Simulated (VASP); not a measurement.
Set up this calculation in VASP 6.6.1, as the native input.

```
Task                   : single point
Functional             : PBEsol
Potentials or basis    : VASP PAW PBE potentials, release 64 (Sc_sv)
Cutoff                 : 520 eV
k mesh                 : 15 × 15 × 10
Occupations            : gaussian, width 0.15 eV
Spin                   : no spin polarisation
Dipole correction      : no
Further INCAR settings : ALGO = Fast; EDIFF = 1e-07; NBANDS = 18
```

The structure of Sc lies in POSCAR:

```
Sc
1.0
    3.4408000000      0.0000000000      0.0000000000
   -1.7204000000      2.9798202094      0.0000000000
    0.0000000000      0.0000000000      5.2094000000
Sc
2
Direct
    0.3333333333      0.6666666667      0.2500000000
    0.6666666667      0.3333333333      0.7500000000
```

One way to write it, as run:

INCAR

```
SYSTEM = Sc
PREC = Accurate
ENCUT = 520
EDIFF = 1E-7
ISMEAR = 0
SIGMA = 0.15
LREAL = .False.
LASPH = .True.
NELM = 100
ALGO = Fast
ISIF = 2
LWAVE = .False.
LCHARG = .False.
GGA = PS
NBANDS = 18
```

KPOINTS

```
regular mesh
0
Gamma
  15 15 10
  0 0 0
```

Potentials or basis: VASP PAW PBE potentials, release 64 (Sc_sv).

Command:

```bash
$ cat potpaw_PBE.64/Sc_sv/POTCAR > POTCAR
$ mpirun -np 1 vasp_std > vasp.out
```

Results of the run:

```json
{
 "Pressure": "-5.7 GPa",
 "Band gap on the k mesh": "zero (bands 11 and 12 overlap by 1.47 eV)"
}
```

Caveat: the cell stands under tension; the PAW data sets were made with another functional, which shifts forces and pressure a little.

It took 6 min on 1 thread of Intel Xeon 8259CL, with other jobs on the host, peak memory 0.27 GiB.
